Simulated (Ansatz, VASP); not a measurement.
**Two plane-wave programs on Zn**

```
Zn
1.0
     2.62949    0.00000    0.00000
     0.00000    2.62949    0.00000
     0.00000    0.00000    2.62949
Zn
1
Direct
  0.00000 0.00000 0.00000
```

Alike in both runs: functional PBE; k mesh 17 × 17 × 17; occupations fermi-dirac, width 0.08 eV; no spin polarisation.

Ansatz relaxed the structure, and its values are those at the end. VASP's run is a single point on that final structure, the one shown.

```csv
,VASP,Ansatz
version,VASP 6.6.1,Ansatz 0.2.0
potentials or method,"VASP PAW PBE potentials, release 64 (Zn)","PAW with Ansatz's default frozen-core files, scalar-relativistic"
plane-wave cutoff (eV),520,420
valence electrons in the cell,12,12
```

```tsv
	VASP	Ansatz	Ansatz less VASP
pressure (GPa)	0.2	0.0	-0.20
```

With one functional, cell and mesh, what is left measures potentials, basis and numerics.
